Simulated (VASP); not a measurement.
# Sn4Se (Im-3m) in VASP: further runs

The runs below take Sn4Se through relaxation of cell and atoms, with PBE.

Program: VASP 6.6.1. These are calculated values, not measurements. Logs are shortened: lines on timing, memory, paths and dates and some standing lists are left out, and cuts for length are marked.

## (1) The cell of the first run

Symmetry: Im-3m, No. 229, cubic system. Conventional cell: a = 6.502 Å, b = 6.502 Å, c = 6.502 Å, α = 90.00°, β = 90.00°, γ = 90.00°. Sn (site symmetry -3m) has 2 Se at 2.82 Å and 6 Sn at 3.25 Å within 3.7 Å. Se (site symmetry m-3m) has 8 Sn at 2.82 Å within 3.7 Å.

## (2) Relaxation of cell and atoms, PBE

File INCAR:

```
PREC = Accurate
ENCUT = 600
EDIFF = 1E-6
ISMEAR = 0
SIGMA = 0.1
LREAL = F
LASPH = T
NELM = 100
ALGO = Normal
ISIF = 3
LWAVE = F
LCHARG = F
GGA = PE
IBRION = 2
NSW = 90
EDIFFG = -0.04
```

File KPOINTS:

```
Automatic mesh
0
Gamma
  4 4 4
```

File POSCAR:

```
Sn4Se
1.0
   -3.2509520900      3.2509520900      3.2509520900
    3.2509520900     -3.2509520900      3.2509520900
    3.2509520900      3.2509520900     -3.2509520900
Sn Se
4 1
Direct
    0.0000000000      0.0000000000      0.5000000000
    0.0000000000      0.5000000000      0.0000000000
    0.5000000000      0.0000000000      0.0000000000
    0.5000000000      0.5000000000      0.5000000000
    0.0000000000      0.0000000000      0.0000000000
```

Potentials or basis: VASP PAW PBE potentials, release 64 (Sn_d, Se).

Command:

```bash
$ cat potpaw_PBE.64/Sn_d/POTCAR potpaw_PBE.64/Se/POTCAR > POTCAR
$ mpirun -np 1 vasp_std > vasp.out
```

OUTCAR:

```text
PREC = Accurate
   ENCUT = 600
   EDIFF = 1E-6
   ISMEAR = 0
   LREAL = F
   LASPH = T
   NELM = 100
   ISIF = 3
   GGA = PE
   IBRION = 2
   NSW = 90
   EDIFFG = -0.04

 ion  position               nearest neighbor table
   1  0.000  0.000  0.500-   5 2.82   5 2.82   4 3.25   2 3.25   3 3.25   2 3.25   3 3.25   4 3.25

   2  0.000  0.500  0.000-   5 2.82   5 2.82   4 3.25   1 3.25   3 3.25   1 3.25   4 3.25   3 3.25

   3  0.500  0.000  0.000-   5 2.82   5 2.82   4 3.25   1 3.25   4 3.25   2 3.25   1 3.25   2 3.25

   4  0.500  0.500  0.500-   5 2.82   5 2.82   3 3.25   1 3.25   3 3.25   2 3.25   1 3.25   2 3.25

   5  0.000  0.000  0.000-   1 2.82   2 2.82   3 2.82   4 2.82   1 2.82   2 2.82   3 2.82   4 2.82

  LATTYP: Found a body centered cubic cell.
 ALAT       =     6.5019041800

  Lattice vectors:

 A1 = (  -3.2509520900,   3.2509520900,   3.2509520900)
 A2 = (   3.2509520900,  -3.2509520900,   3.2509520900)
 A3 = (   3.2509520900,   3.2509520900,  -3.2509520900)

Analysis of symmetry for initial positions (statically):
=====================================================================
 Subroutine PRICEL returns:
 Original cell was already a primitive cell.

 Routine SETGRP: Setting up the symmetry group for a
 body centered cubic supercell.

 Subroutine GETGRP returns: Found 48 space group operations
 (whereof 48 operations were pure point group operations)
 out of a pool of 48 trial point group operations.

The static configuration has the point symmetry O_h .

Analysis of symmetry for dynamics (positions and initial velocities):
=====================================================================
 Subroutine PRICEL returns:
 Original cell was already a primitive cell.

 Routine SETGRP: Setting up the symmetry group for a
 body centered cubic supercell.

 Subroutine GETGRP returns: Found 48 space group operations
 (whereof 48 operations were pure point group operations)
 out of a pool of 48 trial point group operations.

The dynamic configuration has the point symmetry O_h .

 Subroutine INISYM returns: Found 48 space group operations
 (whereof 48 operations are pure point group operations),
 and found     1 'primitive' translations

----------------------------------------------------------------------------------------

                                     Primitive cell

  volume of cell :     137.4332

  direct lattice vectors                    reciprocal lattice vectors
    -3.250952090  3.250952090  3.250952090     0.000000000  0.153801098  0.153801098
     3.250952090 -3.250952090  3.250952090     0.153801098  0.000000000  0.153801098
     3.250952090  3.250952090 -3.250952090     0.153801098  0.153801098  0.000000000

  length of vectors
     5.630814193  5.630814193  5.630814193     0.217507598  0.217507598  0.217507598

  position of ions in fractional coordinates (direct lattice)
     0.000000000  0.000000000  0.500000000
     0.000000000  0.500000000  0.000000000
     0.500000000  0.000000000  0.000000000
     0.500000000  0.500000000  0.500000000
     0.000000000  0.000000000  0.000000000

  ion indices of the primitive-cell ions
   primitive index   ion index
                 1           1
                 2           2
                 3           3
                 4           4
                 5           5

----------------------------------------------------------------------------------------

 KPOINTS: Automatic mesh

Automatic generation of k-mesh.
 Grid dimensions read from file:
 generate k-points for:    4    4    4

 Generating k-lattice:

  Cartesian coordinates                     Fractional coordinates (reciprocal lattice)
     0.000000000  0.038450274  0.038450274     0.250000000  0.000000000  0.000000000
     0.038450274  0.000000000  0.038450274     0.000000000  0.250000000  0.000000000
     0.038450274  0.038450274  0.000000000     0.000000000  0.000000000  0.250000000

  Length of vectors
     0.054376900  0.054376900  0.054376900

  Shift w.r.t. Gamma in fractional coordinates (k-lattice)
     0.000000000  0.000000000  0.000000000

 Subroutine IBZKPT returns following result:
 ===========================================

 Found      8 irreducible k-points:

 Following reciprocal coordinates:
            Coordinates               Weight
  0.000000  0.000000  0.000000      1.000000
  0.250000  0.000000  0.000000     12.000000
  0.500000  0.000000  0.000000      6.000000
  0.250000  0.250000  0.000000     24.000000
  0.250000  0.250000  0.250000      2.000000
 -0.250000  0.250000  0.250000      6.000000
  0.500000  0.500000  0.250000     12.000000
  0.500000  0.500000  0.500000      1.000000
   k-points           NKPTS =      8   k-points in BZ     NKDIM =      8   number of bands    NBANDS=     37
   number of dos      NEDOS =    301   number of ions     NIONS =      5
   total plane-waves  NPLWV = 110592
   dimension x,y,z NGX =    48 NGY =   48 NGZ =   48
   dimension x,y,z NGXF=    96 NGYF=   96 NGZF=   96
   ions per type =               4   1
   NGX,Y,Z   is equivalent  to a cutoff of  14.17, 14.17, 14.17 a.u.
   NGXF,Y,Z  is equivalent  to a cutoff of  28.34, 28.34, 28.34 a.u.
 SYSTEM =  unknown system
   PREC   = accura    normal or accurate (medium, high low for compatibility)
   ISTART =      0    job   : 0-new  1-cont  2-samecut
   ICHARG =      2    charge: 1-file 2-atom 10-const
   ISPIN  =      1    spin polarized calculation?
   LNONCOLLINEAR =      F non collinear calculations
   LSORBIT =      F    spin-orbit coupling
   LASPH  =      T    aspherical Exc in radial PAW
   ENCUT  =  600.0 eV  44.10 Ry    6.64 a.u.  11.25 11.25 11.25*2*pi/ulx,y,z
   NELM   =    100;   NELMIN=  2; NELMDL= -5     # of ELM steps
   EDIFF  = 0.1E-05   stopping-criterion for ELM
   LREAL  =      F    real-space projection
   EDIFFG = -.4E-01   stopping-criterion for IOM
   NSW    =     90    number of steps for IOM
   IBRION =      2    ionic relax: 0-MD 1-quasi-New 2-CG
   NFREE  =      1    steps in history (QN), initial steepest desc. (CG)
   ISIF   =      3    stress and relaxation
   ISYM   =      2    0-nonsym 1-usesym 2-fastsym
   POTIM  = 0.5000    time-step for ionic-motion
   TEBEG  =    0.0;   TEEND  =   0.0 temperature during run
   PSTRESS=    0.0 pullay stress
   NELECT =      62.0000    total number of electrons
   NUPDOWN=      -1.0000    fix difference up-down
   EMIN   =  10.00;   EMAX   =-10.00  energy-range for DOS
   EFERMI =   0.00;   METHOD = LEGACY
   ISMEAR =     0;   SIGMA  =   0.10  broadening in eV -4-tet -1-fermi 0-gaus
   EFERMI_NEDOS =   21; number of points for ismear=-14 and -15
   IALGO  =     38    algorithm
   IMIX   =      4    mixing-type and parameters
     AMIX     =   0.40;   BMIX     =  1.00
     AMIX_MAG =   1.60;   BMIX_MAG =  1.00
  volume/ion in A,a.u.               =      27.49       185.49
  Fermi-wavevector in a.u.,A,eV,Ry     =   1.255572  2.372686 21.449042  1.576460
  Thomas-Fermi vector in A             =   2.389322
   LORBIT       =      0    0 simple, 1 ext, 2 COOP (PROOUT), +10 PAW based schemes
   GGA     = PE    functional components
   LHFCALC =     F    Hartree Fock is set to
   AEXX    =    0.0000 exact exchange contribution
   IVDW    =     0    specifies the selected vdW correction
   LEPSILON=     F    determine dielectric tensor
   LRPA    =     F    only Hartree local field effects (RPA)
 conjugate gradient relaxation of ions
 non-spin polarized calculation
 Gauss-broadening in eV      SIGMA  =   0.10
  energy-cutoff  :      600.00
  volume of cell :      137.43
 maximum number of plane-waves:      4610
 NGX is ok and might be reduce to    48
   NGX = 23   NGY = 23   NGZ = 23

--------------------------------------- Ionic step        1  -------------------------------------------

 number of electron      61.9999983 magnetization

 Free energy of the ion-electron system (eV)
  ---------------------------------------------------
  ext. energy  EPLUGINS =         0.00000000
  ---------------------------------------------------
  free energy    TOTEN  =       -17.56064387 eV

  energy without entropy =      -17.54968462  energy(sigma->0) =      -17.55516424

------------------------ aborting loop because EDIFF is reached ----------------------------------------

  FORCE on cell =-STRESS in cart. coord.  units (eV):
  Direction    XX          YY          ZZ          XY          YZ          ZX
  --------------------------------------------------------------------------------------
  -------------------------------------------------------------------------------------
  Total        6.7224237      6.7224237      6.7224237     -0.0000000     -0.0000000      0.0000000
  in kB       78.3690832     78.3690832     78.3690832     -0.0000000     -0.0000000      0.0000000
  external PRESSURE =      78.3690832 kB  Pullay stress =       0.0000000 kB
[... 63 lines left out ...]
  energy  without entropy=      -17.9442777230  energy(sigma->0) =      -17.95158869

--------------------------------------- Ionic step        3  -------------------------------------------

 number of electron      61.9999969 magnetization

 Free energy of the ion-electron system (eV)
  ---------------------------------------------------
  ext. energy  EPLUGINS =         0.00000000
  ---------------------------------------------------
  free energy    TOTEN  =       -18.00305288 eV

  energy without entropy =      -17.99052403  energy(sigma->0) =      -17.99678846

 E-fermi :   5.5262     XC(G=0):  -9.2846

 val. band max:        5.4347345532   @ k =   0.2500   0.2500   0.0000
 cond. band min:       5.7329082991   @ k =  -0.2500   0.2500   0.2500
 fundamental gap:      0.2981737459
 Fermi energy:         5.5261614921

 k-point     1 :       0.0000    0.0000    0.0000
  band No.  band energies     occupation
      1     -16.0343      2.00000
      2     -16.0301      2.00000
      3     -16.0301      2.00000
      4     -15.9635      2.00000
      5     -15.9635      2.00000
      6     -15.9635      2.00000
[... 341 lines left out ...]
  FREE ENERGIE OF THE ION-ELECTRON SYSTEM (eV)
  ---------------------------------------------------
  free  energy   TOTEN  =       -18.0030528840 eV

  energy  without entropy=      -17.9905240311  energy(sigma->0) =      -17.99678846

 reached required accuracy - stopping structural energy minimisation
```

Run time: 2.8 min. Hardware: 1 thread of Intel Xeon Platinum 8259CL at 2.50GHz (Skylake/Cascade Lake), shared host; peak memory 0.35 GiB.

Results:

| Property | Result |
| --- | --- |
| Free energy | -18.0031 eV |
| Relaxed volume | 31.59 Å³/atom |
| Relaxed cell | a = 5.898 Å, b = 5.898 Å, c = 5.898 Å, α = 109.47°, β = 109.47°, γ = 109.47° |
| Space group after relaxing (to 0.05 Å) | Im-3m (No. 229) |
| Energy gained by relaxing | 88.5 meV/atom |
| Ionic steps | 3 |
| Pressure after relaxing | 0.0 GPa |
| Band gap on the k mesh | zero (band 31 reaches 6.27 eV, above the bottom of band 32 at 4.93 eV) |

Step by step:
| step | energy change (eV) | largest force (eV/Å) | pressure (GPa) | volume (Å³) |
| --- | --- | --- | --- | --- |
| 1 | 0.0000 | 0.0000 | 7.84 | 137.43 |
| 2 | -0.3983 | 0.0000 | -1.71 | 165.95 |
| 3 | -0.4424 | 0.0000 | 0.04 | 157.95 |

Final structure:
```yaml
crystal:
  lattice:
    - [-3.40530, 3.40530, 3.40530]
    - [3.40530, -3.40530, 3.40530]
    - [3.40530, 3.40530, -3.40530]
  atoms:
    - { symbol: Sn, position: [0.00000, 0.00000, 0.50000] }
    - { symbol: Sn, position: [0.00000, 0.50000, 0.00000] }
    - { symbol: Sn, position: [0.50000, 0.00000, 0.00000] }
    - { symbol: Sn, position: [0.50000, 0.50000, 0.50000] }
    - { symbol: Se, position: [0.00000, 0.00000, 0.00000] }
```

Caveat: spin-orbit coupling is left out, which moves the levels of the heavy elements.

## (3) Relaxation of cell and atoms, PBE

This run uses another cell than the first one, of 31.71 Å³/atom, 1.153 times its volume.

File INCAR:

```
PREC     = Accurate       # precision mode
ENCUT    = 600            # plane-wave cutoff, eV
EDIFF    = 1E-7           # SCF threshold, eV
ISMEAR   = 0              # smearing method
SIGMA    = 0.1            # smearing width, eV
LREAL    = False          # projectors in reciprocal space
LASPH    = True           # aspherical terms in the spheres
NELM     = 60             # most SCF steps
ALGO     = Normal         # electronic algorithm
ISIF     = 3              # what is computed and relaxed
LWAVE    = False          # write WAVECAR
LCHARG   = False          # write CHGCAR
GGA      = PE             # functional
IBRION   = 2              # ionic algorithm
NSW      = 100            # ionic steps
EDIFFG   = -0.01          # ionic threshold
```

File KPOINTS:

```
regular mesh
0
Gamma
  8 8 8
```

Changes to POSCAR since step 2:

```diff
@@ -2,5 +2,5 @@
 1.0
-   -3.2509520900      3.2509520900      3.2509520900
-    3.2509520900     -3.2509520900      3.2509520900
-    3.2509520900      3.2509520900     -3.2509520900
+   -3.4094360044      3.4094360044      3.4094360044
+    3.4094360044     -3.4094360044      3.4094360044
+    3.4094360044      3.4094360044     -3.4094360044
 Sn Se
```

Potentials or basis: VASP PAW PBE potentials, release 64 (Sn_d, Se).

Command:

```bash
$ cat potpaw_PBE.64/Sn_d/POTCAR potpaw_PBE.64/Se/POTCAR > POTCAR
$ mpirun -np 1 vasp_std > vasp.out
```

Wall time 6.4 min (1 thread of Intel Xeon Platinum 8259CL at 2.50GHz (Skylake/Cascade Lake), shared host); peak memory 0.43 GiB.

Results (log left out):

* Free energy: -18.0164 eV
* Relaxed volume: 31.51 Å³/atom
* Relaxed cell: a = 5.893 Å, b = 5.893 Å, c = 5.893 Å, α = 109.47°, β = 109.47°, γ = 109.47°
* Space group after relaxing (to 0.05 Å): Im-3m (No. 229)
* Energy gained by relaxing: 0.1 meV/atom
* Ionic steps: 2
* Pressure after relaxing: 0.0 GPa
* Band gap on the k mesh: zero (band 31 reaches 6.32 eV, above the bottom of band 32 at 4.92 eV)

Step by step:
| step | energy change (eV) | largest force (eV/Å) | pressure (GPa) | volume (Å³) |
| --- | --- | --- | --- | --- |
| 1 | 0.0000 | 0.0000 | -0.22 | 158.53 |
| 2 | -0.0006 | 0.0000 | 0.02 | 157.54 |

Final structure:
```xyz
5
Lattice="-3.4023 3.4023 3.4023 3.4023 -3.4023 3.4023 3.4023 3.4023 -3.4023" Properties=species:S:1:pos:R:3 pbc="T T T"
Sn   -1.7012    5.1035    1.7012
Sn    1.7012    5.1035    1.7012
Sn    1.7012    5.1035   -1.7012
Sn    1.7012    1.7012    1.7012
Se    3.4023    3.4023   -3.4023
```

Levels at points of the mesh, in eV from the Fermi level:
```csv
k point,band 28,band 29,band 30,band 31,band 32,band 33,band 34,band 35
"(0.00, 0.00, 0.00)",-5.47,-1.80,-1.80,-1.80,1.91,1.91,1.91,2.51
"(0.50, 0.00, 0.00)",-1.74,-1.66,-1.29,-0.22,0.23,0.64,0.72,1.58
"(0.50, 0.50, 0.50)",-1.52,-1.52,-1.52,-0.75,-0.75,-0.75,-0.66,4.41
```

Caveat: spin-orbit coupling is left out, which moves the levels of the heavy elements.
